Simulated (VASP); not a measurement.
LiCl, 2 atoms in the cell. The structure is tetragonal, space group I4/mmm (No. 139). The conventional cell has a = 3.518 Å, b = 3.518 Å, c = 5.053 Å, α = 90.00°, β = 90.00°, γ = 90.00°. Li (site symmetry 4/mmm) has 6 Cl at 2.49 to 2.53 Å within 3.3 Å. Within 3.3 Å of Cl (site symmetry 4/mmm) lie 6 Li at 2.49 to 2.53 Å.  This cell differs from its parent crystal: strain -0.030 along x and y, -0.015 along z.

| Item | Value |
| --- | --- |
| Program | VASP 6.6.1 |
| Task | single point |
| Functional | r2SCAN |
| Potentials or basis | VASP PAW PBE potentials, release 64 (Li_sv, Cl) |
| Cutoff | 520 eV |
| k mesh | 8 × 8 × 8 |
| Occupations | gaussian, width 0.05 eV |
| Spin | no spin polarisation |
| Dipole correction | no |
| Further INCAR settings | ALGO = Normal; EDIFF = 1e-07; NBANDS = 12 |

Potentials or basis: VASP PAW PBE potentials, release 64 (Li_sv, Cl).

Launch:

```sh
$ cat potpaw_PBE.64/Li_sv/POTCAR potpaw_PBE.64/Cl/POTCAR > POTCAR
$ cp INCAR.step1 INCAR
$ mpirun -np 1 vasp_std > vasp.out
$ cp INCAR.step2 INCAR
$ mpirun -np 1 vasp_std > vasp.out
```

Hardware: 1 thread of AMD EPYC 7R13 Processor (Zen 3), on a shared host.

Task: Estimate the wall time of this run.

Result: Wall time 96 s on 1 thread of AMD EPYC 7R13 Processor (Zen 3), on a shared host, peak memory 0.13 GiB. Counts: k points 59.
